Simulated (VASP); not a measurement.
A run of VASP 6.6.1 is set up as follows.

File INCAR:

```
ALGO = Normal
EDIFF = 1E-6
ENCUT = 520
GGA = PS
ISIF = 2
ISMEAR = 1
LASPH = T
LCHARG = T
LELF = T
LREAL = F
LVHAR = T
LWAVE = F
NBANDS = 21
NELM = 80
PREC = Accurate
SIGMA = 0.2
```

KPOINTS

```
k-points
0
Gamma
  6 6 4
```

File POSCAR:

```
SnC3
1.0
    2.9788882431      0.0000000000      0.0000000000
    0.0000000000      2.9788882431      0.0000000000
    0.0000000000      0.0000000000      4.6435166754
C Sn
3 1
Direct
    0.5000000000      0.0000000000      0.8203632750
    0.5000000000      0.5000000000      0.0000000000
    0.0000000000      0.5000000000      0.1796367250
    0.0000000000      0.0000000000      0.5000000000
```

Potentials or basis: VASP PAW PBE potentials, release 64 (C, Sn_d).

Run with:

```sh
$ cat potpaw_PBE.64/C/POTCAR potpaw_PBE.64/Sn_d/POTCAR > POTCAR
$ mpirun -np 1 vasp_std > vasp.out
```

Problem. Estimate the band gap on the k mesh.

Solution. 0.32 eV, indirect (least direct gap 0.56 eV).

Problem. What does it give for the pressure?

Solution. -3.0 GPa.

Forces on the atoms (eV/Å):
```
C    0.000  0.000  0.307
C    0.000  0.000  0.000
C    0.000  0.000 -0.307
Sn   0.000  0.000  0.000
```

Caveat: the PAW data sets were made with another functional, which shifts forces and pressure a little; spin-orbit coupling is left out, which moves the levels of the heavy elements. A k mesh can miss the band edges.
